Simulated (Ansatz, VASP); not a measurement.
# MnHg in VASP and in Ansatz

The input INCAR:

```
  PREC = Accurate
  ENCUT = 520
  EDIFF = 1E-6
  ISMEAR = -1
  SIGMA = 0.05
  LREAL = F
  LASPH = T
  NELM = 150
  ALGO = Normal
  ISIF = 2
  LWAVE = F
  LCHARG = T
  ISPIN = 2
  MAGMOM = 0 4
  LORBIT = 11
  LMAXMIX = 4
  GGA = PE
  LELF = T
  LVHAR = T
  NBANDS = 24
```

KPOINTS

```
regular mesh
0
Gamma
  7 7 7
```

POSCAR

```
MnHg
1.0
    3.1564800000      0.0000000000      0.0000000000
    0.0000000000      3.1564800000      0.0000000000
    0.0000000000      0.0000000000      3.3130000000
Hg Mn
1 1
Direct
    0.0000000000      0.0000000000      0.0000000000
    0.5000000000      0.5000000000      0.5000000000
```

Contents of input.yaml:

```yaml
crystal:
  lattice:
    - [3.15648, 0.0, 0.0]
    - [0.0, 3.15648, 0.0]
    - [0.0, 0.0, 3.313]
  atoms:
    - { symbol: Hg, position: [0.0, 0.0, 0.0] }
    - { symbol: Mn, position: [0.5, 0.5, 0.5], spin: 4.0 }
hamiltonian:
  xc: pbe
  pseudopotentials: { kind: paw }
magnetization:
  spin_polarized: true
kpoints:
  mp_grid: { grid: [7, 7, 7] }
  band_path:
    path:
      - [[0.0, 0.0, 0.0], [0.0, 0.5, 0.0], [0.5, 0.5, 0.0], [0.0, 0.0, 0.0], [0.0, 0.0, 0.5], [0.0, 0.5, 0.5], [0.5, 0.5, 0.5], [0.0, 0.0, 0.5]]
      - [[0.0, 0.5, 0.0], [0.0, 0.5, 0.5]]
      - [[0.5, 0.5, 0.0], [0.5, 0.5, 0.5]]
    npoints: 14
scf:
  occupations: { method: fermi_dirac, width: 0.05 }
  n_extra_bands: 6
output:
  forces: true
  stress: true
  eigenvalues: true
  fatbands: true
```

Alike in both runs: functional PBE; k mesh 7 × 7 × 7; occupations fermi-dirac, width 0.05 eV; collinear spin.

|  | VASP | Ansatz |
| --- | --- | --- |
| version | VASP 6.6.1 | Ansatz 0.2.0 |
| potentials or method | VASP PAW PBE potentials, release 64 (Hg, Mn_pv) | Ansatz PAW |
| plane-wave cutoff (eV) | 520 | 420 |
| valence electrons in the cell | 25 | 35 |
| task | single point | band structure |

VASP gave:

| Quantity | Value |
| --- | --- |
| gap on the k mesh at the Fermi level (eV) | none |
| pressure (GPa) | 11.0 |
| traceless stress, the component that is largest in VASP (GPa) | -1.29 |
| net moment per atom (μB) | 1.85 |
| size of the moment on the site where the two differ most (μB) | 0.06 |

What did Ansatz give for the same quantities?

gap on the k mesh at the Fermi level (eV): none; pressure (GPa): 10.1; traceless stress, the component that is largest in VASP (GPa): -1.25; net moment per atom (μB): 1.84; size of the moment on the site where the two differ most (μB): 0.02.

Site moments also hang on the region over which each program counts them. A gap of «none» marks a metal or a gap that the smearing closes. The functional is the same, so the differences come from potentials, cutoffs and numerics. VASP's potentials hold 25 valence electrons a cell and Ansatz's 35, so a difference there can come from the potentials and not from the codes.

Spin-orbit coupling is off throughout.
